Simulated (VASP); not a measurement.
# C (I4_1/amd) in VASP: relaxation of cell and atoms with PBE

Aim: the relaxation of cell and atoms of C with PBE.

Program: VASP 6.6.1. These are calculated values, not measurements. Logs are shortened: lines on timing, memory, paths and dates and some standing lists are left out, and cuts for length are marked.

### Step 1. The cell of the first run

The structure is tetragonal, space group I4_1/amd (No. 141). The conventional cell has a = 6.586 Å, b = 6.586 Å, c = 3.391 Å, α = 90.00°, β = 90.00°, γ = 90.00°. C (site symmetry m) has 3 C at 1.36 to 1.48 Å within 1.8 Å.

The cell was generated, and may not be a known phase.

### Step 2. Relaxation of cell and atoms, PBE

INCAR reads:

```
  PREC = Accurate
  ENCUT = 600
  EDIFF = 1E-7
  ISMEAR = 0
  SIGMA = 0.01
  LREAL = F
  LASPH = T
  NELM = 120
  ALGO = Normal
  ISIF = 3
  LWAVE = F
  LCHARG = F
  GGA = PE
  IBRION = 2
  NSW = 100
  EDIFFG = -0.01
  GGA_COMPAT = F
  NELMIN = 4
```

KPOINTS reads:

```
regular mesh
0
Gamma
  12 12 12
```

POSCAR reads:

```
C
1.0
   -3.2929256395      3.2929256395      1.6953441624
    3.2929256395     -3.2929256395      1.6953441624
    3.2929256395      3.2929256395     -1.6953441624
C
8
Direct
    0.8820761512      0.0387842610      0.8432918902
    0.1954923708      0.0387842610      0.1567081098
    0.7887842610      0.4454923708      0.6567081098
    0.7887842610      0.1320761512      0.3432918902
    0.5545076292      0.2112157390      0.3432918902
    0.8679238488      0.2112157390      0.6567081098
    0.9612157390      0.8045076292      0.8432918902
    0.9612157390      0.1179238488      0.1567081098
```

Potentials or basis: VASP PAW PBE potentials, release 64 (C).

The run is started by

```bash
cat potpaw_PBE.64/C/POTCAR > POTCAR
mpirun -np 1 vasp_std > vasp.out
```

OUTCAR:

```text
PREC = Accurate
   ENCUT = 600
   EDIFF = 1E-7
   ISMEAR = 0
   LREAL = F
   LASPH = T
   NELM = 120
   ISIF = 3
   GGA = PE
   IBRION = 2
   NSW = 100
   EDIFFG = -0.01
   NELMIN = 4

 ion  position               nearest neighbor table
   1  0.882  0.039  0.843-   6 1.36   7 1.48   8 1.48   2 2.06
   2  0.195  0.039  0.157-   5 1.36   8 1.48   7 1.48   1 2.06
   3  0.789  0.445  0.657-   7 1.36   6 1.48   5 1.48   4 2.06
   4  0.789  0.132  0.343-   8 1.36   5 1.48   6 1.48   3 2.06
   5  0.555  0.211  0.343-   2 1.36   4 1.48   3 1.48   6 2.06
   6  0.868  0.211  0.657-   1 1.36   3 1.48   4 1.48   5 2.06
   7  0.961  0.805  0.843-   3 1.36   1 1.48   2 1.48   8 2.06
   8  0.961  0.118  0.157-   4 1.36   2 1.48   1 1.48   7 2.06

  LATTYP: Found a body centered tetragonal cell.
 ALAT       =     6.5858512790
 C/A-ratio  =     0.5148443506

  Lattice vectors:

 A1 = (  -3.2929256395,   3.2929256395,   1.6953441624)
 A2 = (   3.2929256395,  -3.2929256395,   1.6953441624)
 A3 = (   3.2929256395,   3.2929256395,  -1.6953441624)

Analysis of symmetry for initial positions (statically):
=====================================================================
 Subroutine PRICEL returns:
 Original cell was already a primitive cell.

 Routine SETGRP: Setting up the symmetry group for a
 body centered tetragonal supercell.

 Subroutine GETGRP returns: Found 16 space group operations
 (whereof  8 operations were pure point group operations)
 out of a pool of 16 trial point group operations.

The static configuration has the point symmetry D_2d.
 The point group associated with its full space group is D_4h.

Analysis of symmetry for dynamics (positions and initial velocities):
=====================================================================
 Subroutine PRICEL returns:
 Original cell was already a primitive cell.

 Routine SETGRP: Setting up the symmetry group for a
 body centered tetragonal supercell.

 Subroutine GETGRP returns: Found 16 space group operations
 (whereof  8 operations were pure point group operations)
 out of a pool of 16 trial point group operations.

The dynamic configuration has the point symmetry D_2d.
 The point group associated with its full space group is D_4h.

 Subroutine INISYM returns: Found 16 space group operations
 (whereof  8 operations are pure point group operations),
 and found     1 'primitive' translations

----------------------------------------------------------------------------------------

                                     Primitive cell

  volume of cell :      73.5329

  direct lattice vectors                    reciprocal lattice vectors
    -3.292925639  3.292925639  1.695344162     0.000000000  0.151840659  0.294925367
     3.292925639 -3.292925639  1.695344162     0.151840659  0.000000000  0.294925367
     3.292925639  3.292925639 -1.695344162     0.151840659  0.151840659  0.000000000

  length of vectors
     4.955896525  4.955896525  4.955896525     0.331717588  0.331717588  0.214735120

  position of ions in fractional coordinates (direct lattice)
     0.882076151  0.038784261  0.843291890
     0.195492371  0.038784261  0.156708110
     0.788784261  0.445492371  0.656708110
     0.788784261  0.132076151  0.343291890
     0.554507629  0.211215739  0.343291890
     0.867923849  0.211215739  0.656708110
     0.961215739  0.804507629  0.843291890
     0.961215739  0.117923849  0.156708110

  ion indices of the primitive-cell ions
   primitive index   ion index
                 1           1
                 2           2
                 3           3
                 4           4
                 5           5
                 6           6
                 7           7
                 8           8

----------------------------------------------------------------------------------------

 KPOINTS: regular mesh

Automatic generation of k-mesh.
 Grid dimensions read from file:
 generate k-points for:   12   12   12

 Generating k-lattice:

  Cartesian coordinates                     Fractional coordinates (reciprocal lattice)
     0.000000000  0.012653388  0.024577114     0.083333333  0.000000000  0.000000000
     0.012653388  0.000000000  0.024577114     0.000000000  0.083333333  0.000000000
     0.012653388  0.012653388  0.000000000     0.000000000  0.000000000  0.083333333

  Length of vectors
     0.027643132  0.027643132  0.017894593

  Shift w.r.t. Gamma in fractional coordinates (k-lattice)
     0.000000000  0.000000000  0.000000000

 Subroutine IBZKPT returns following result:
 ===========================================

 Found    163 irreducible k-points:

 Following reciprocal coordinates:
            Coordinates               Weight
  0.000000  0.000000  0.000000      1.000000
  0.083333  0.000000 -0.000000      8.000000
  0.166667  0.000000 -0.000000      8.000000
  0.250000  0.000000  0.000000      8.000000
  0.333333  0.000000 -0.000000      8.000000
  0.416667  0.000000  0.000000      8.000000
[... 16 lines left out ...]
  0.500000  0.166667 -0.000000     16.000000
 -0.416667  0.166667  0.000000     16.000000
 [... further k-points ...]
   k-points           NKPTS =    163   k-points in BZ     NKDIM =    163   number of bands    NBANDS=     21
   number of dos      NEDOS =    301   number of ions     NIONS =      8
   total plane-waves  NPLWV =  64000
   dimension x,y,z NGX =    40 NGY =   40 NGZ =   40
   dimension x,y,z NGXF=    80 NGYF=   80 NGZF=   80
   ions per type =               8
   NGX,Y,Z   is equivalent  to a cutoff of  13.42, 13.42, 13.42 a.u.
   NGXF,Y,Z  is equivalent  to a cutoff of  26.84, 26.84, 26.84 a.u.
 SYSTEM =  unknown system
   PREC   = accura    normal or accurate (medium, high low for compatibility)
   ISTART =      0    job   : 0-new  1-cont  2-samecut
   ICHARG =      2    charge: 1-file 2-atom 10-const
   ISPIN  =      1    spin polarized calculation?
   LNONCOLLINEAR =      F non collinear calculations
   LSORBIT =      F    spin-orbit coupling
   LASPH  =      T    aspherical Exc in radial PAW
   ENCUT  =  600.0 eV  44.10 Ry    6.64 a.u.   9.90  9.90  9.90*2*pi/ulx,y,z
   NELM   =    120;   NELMIN=  4; NELMDL= -5     # of ELM steps
   EDIFF  = 0.1E-06   stopping-criterion for ELM
   LREAL  =      F    real-space projection
   EDIFFG = -.1E-01   stopping-criterion for IOM
   NSW    =    100    number of steps for IOM
   IBRION =      2    ionic relax: 0-MD 1-quasi-New 2-CG
   NFREE  =      1    steps in history (QN), initial steepest desc. (CG)
   ISIF   =      3    stress and relaxation
   ISYM   =      2    0-nonsym 1-usesym 2-fastsym
   POTIM  = 0.5000    time-step for ionic-motion
   TEBEG  =    0.0;   TEEND  =   0.0 temperature during run
   PSTRESS=    0.0 pullay stress
   NELECT =      32.0000    total number of electrons
   NUPDOWN=      -1.0000    fix difference up-down
   EMIN   =  10.00;   EMAX   =-10.00  energy-range for DOS
   EFERMI =   0.00;   METHOD = LEGACY
   ISMEAR =     0;   SIGMA  =   0.01  broadening in eV -4-tet -1-fermi 0-gaus
   EFERMI_NEDOS =   21; number of points for ismear=-14 and -15
   IALGO  =     38    algorithm
   IMIX   =      4    mixing-type and parameters
     AMIX     =   0.40;   BMIX     =  1.00
     AMIX_MAG =   1.60;   BMIX_MAG =  1.00
  volume/ion in A,a.u.               =       9.19        62.03
  Fermi-wavevector in a.u.,A,eV,Ry     =   1.240598  2.344389 20.940486  1.539082
  Thomas-Fermi vector in A             =   2.375031
   LORBIT       =      0    0 simple, 1 ext, 2 COOP (PROOUT), +10 PAW based schemes
   GGA     = PE    functional components
   LHFCALC =     F    Hartree Fock is set to
   AEXX    =    0.0000 exact exchange contribution
   IVDW    =     0    specifies the selected vdW correction
   LEPSILON=     F    determine dielectric tensor
   LRPA    =     F    only Hartree local field effects (RPA)
 conjugate gradient relaxation of ions
 non-spin polarized calculation
 Gauss-broadening in eV      SIGMA  =   0.01
  energy-cutoff  :      600.00
  volume of cell :       73.53
 maximum number of plane-waves:      2479
   NGX = 19   NGY = 19   NGZ = 19

--------------------------------------- Ionic step        1  -------------------------------------------

 number of electron      32.0000000 magnetization

 Free energy of the ion-electron system (eV)
  ---------------------------------------------------
  ext. energy  EPLUGINS =         0.00000000
  ---------------------------------------------------
  free energy    TOTEN  =       -68.36192517 eV

  energy without entropy =      -68.36192517  energy(sigma->0) =      -68.36192517

------------------------ aborting loop because EDIFF is reached ----------------------------------------

  FORCE on cell =-STRESS in cart. coord.  units (eV):
  Direction    XX          YY          ZZ          XY          YZ          ZX
  --------------------------------------------------------------------------------------
  -------------------------------------------------------------------------------------
  Total       -0.0472948     -0.0472948     -0.1399855      0.0000000     -0.0000000      0.0000000
  in kB       -1.0304862     -1.0304862     -3.0500840      0.0000000     -0.0000000      0.0000000
  external PRESSURE =      -1.7036855 kB  Pullay stress =       0.0000000 kB
[... 111 lines left out ...]
  energy  without entropy=      -68.3619650863  energy(sigma->0) =      -68.36196509

--------------------------------------- Ionic step        4  -------------------------------------------

 number of electron      32.0000000 magnetization

 Free energy of the ion-electron system (eV)
  ---------------------------------------------------
  ext. energy  EPLUGINS =         0.00000000
  ---------------------------------------------------
  free energy    TOTEN  =       -68.36202375 eV

  energy without entropy =      -68.36202375  energy(sigma->0) =      -68.36202375

 E-fermi :   4.2003     XC(G=0): -10.2013

 val. band max:        4.1594115221   @ k =  -0.2500   0.2500   0.0000
 cond. band min:       4.2627633177   @ k =  -0.1667   0.1667   0.0833
 fundamental gap:      0.1033517956
 Fermi energy:         4.2003055775

 k-point     1 :       0.0000    0.0000    0.0000
  band No.  band energies     occupation
      1     -15.2719      2.00000
      2     -13.0352      2.00000
      3     -10.3124      2.00000
      4     -10.3124      2.00000
      5      -7.5694      2.00000
      6      -6.3137      2.00000
[... 550 lines left out ...]
      5      -8.8620      2.00000
      6      -7.2107      2.00000
[... 13 lines left out ...]
     20       9.9889      0.00000
     21      10.7206      0.00000

 [... further k-points ...]

------------------------ aborting loop because EDIFF is reached ----------------------------------------

  FORCE on cell =-STRESS in cart. coord.  units (eV):
  Direction    XX          YY          ZZ          XY          YZ          ZX
  --------------------------------------------------------------------------------------
  -------------------------------------------------------------------------------------
  Total        0.0749865      0.0749865     -0.0759646      0.0000000      0.0000000      0.0000000
  in kB        1.6361037      1.6361037     -1.6574428      0.0000000      0.0000000      0.0000000
  external PRESSURE =       0.5382549 kB  Pullay stress =       0.0000000 kB
[... 23 lines left out ...]
  FREE ENERGIE OF THE ION-ELECTRON SYSTEM (eV)
  ---------------------------------------------------
  free  energy   TOTEN  =       -68.3620237491 eV

  energy  without entropy=      -68.3620237491  energy(sigma->0) =      -68.36202375

 reached required accuracy - stopping structural energy minimisation
```

It took 6 min on 1 thread of Intel Xeon 6975P-C (Granite Rapids), shared host; peak memory 0.37 GiB.

What came out:

```yaml
Free_energy: -68.3620 eV
Relaxed_volume: 9.18 Å³/atom
Relaxed_cell: a = 4.954 Å, b = 4.954 Å, c = 4.954 Å, α = 96.71°, β = 96.71°, γ = 140.02°
Space_group_after_relaxing_to_0.1_Å: I4_1/amd (No. 141)
Energy_gained_by_relaxing: 0.0 meV/atom
Ionic_steps: 4
Pressure_after_relaxing: 0.1 GPa
Largest_force_after_relaxing: 0.007 eV/Å
```

Forces on the atoms (eV/Å):
```
C    0.000  0.006 -0.004
C    0.000 -0.006 -0.004
C   -0.006  0.000 -0.004
C    0.006  0.000 -0.004
C    0.000  0.006  0.004
C    0.000 -0.006  0.004
C    0.006  0.000  0.004
C   -0.006  0.000  0.004
```

Stress tensor (GPa, compression positive):
```
 0.16  0.00  0.00
 0.00  0.16  0.00
 0.00  0.00 -0.17
```

Final structure:
```yaml
crystal:
  lattice:
    - [-3.29220, 3.29220, 1.69375]
    - [3.29220, -3.29220, 1.69375]
    - [3.29220, 3.29220, -1.69375]
  atoms:
    - { symbol: C, position: [0.88207, 0.03879, 0.84328] }
    - { symbol: C, position: [0.19551, 0.03879, 0.15672] }
    - { symbol: C, position: [0.78879, 0.44551, 0.65672] }
    - { symbol: C, position: [0.78879, 0.13207, 0.34328] }
    - { symbol: C, position: [0.55449, 0.21121, 0.34328] }
    - { symbol: C, position: [0.86793, 0.21121, 0.65672] }
    - { symbol: C, position: [0.96121, 0.80449, 0.84328] }
    - { symbol: C, position: [0.96121, 0.11793, 0.15672] }
```

Caveat: this functional lacks dispersion, which binds layers or chains, so the pressure and a relaxed spacing across them are unreliable.
